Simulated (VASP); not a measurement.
Zr: single point with LDA

Zr:

```xyz
2
Lattice="0.0000 2.5879 2.5879 2.5879 0.0000 2.5879 2.5879 2.5879 0.0000" Properties=species:S:1:pos:R:3 pbc="T T T"
Zr   -0.6470   -0.6470   -0.6470
Zr    0.6470    0.6470    0.6470
```

This isn't the form of Zr at room conditions, which is hcp.

```json
{"Program": "VASP 6.6.1", "Task": "single point", "Functional": "LDA", "Potentials or basis": "VASP PAW LDA potentials, release 64 (Zr_sv)", "Cutoff": "520 eV", "k mesh": "12 × 12 × 12", "Occupations": "fermi-dirac, width 0.08 eV", "Spin": "no spin polarisation"}
```

```json
{
 "Pressure": "58.5 GPa",
 "Band gap on the k mesh": "zero (bands 12 and 13 overlap by 2.46 eV)"
}
```

Levels at points of the mesh, in eV from the Fermi level:
```csv
k point,band 10,band 11,band 12,band 13,band 14,band 15
"(0.00, 0.00, 0.00)",-2.90,-2.90,-0.04,-0.04,-0.04,4.02
"(0.50, 0.00, 0.00)",-2.48,-2.48,-1.34,-1.11,-1.11,3.02
"(0.50, 0.50, 0.00)",-4.40,-1.10,-1.10,1.52,1.52,3.49
```

It took 20 s on 1 thread of Intel(R) Xeon(R) 6975P-C (Granite Rapids) (shared host), peak memory 0.16 GiB.

Caveat: the cell stands under pressure.
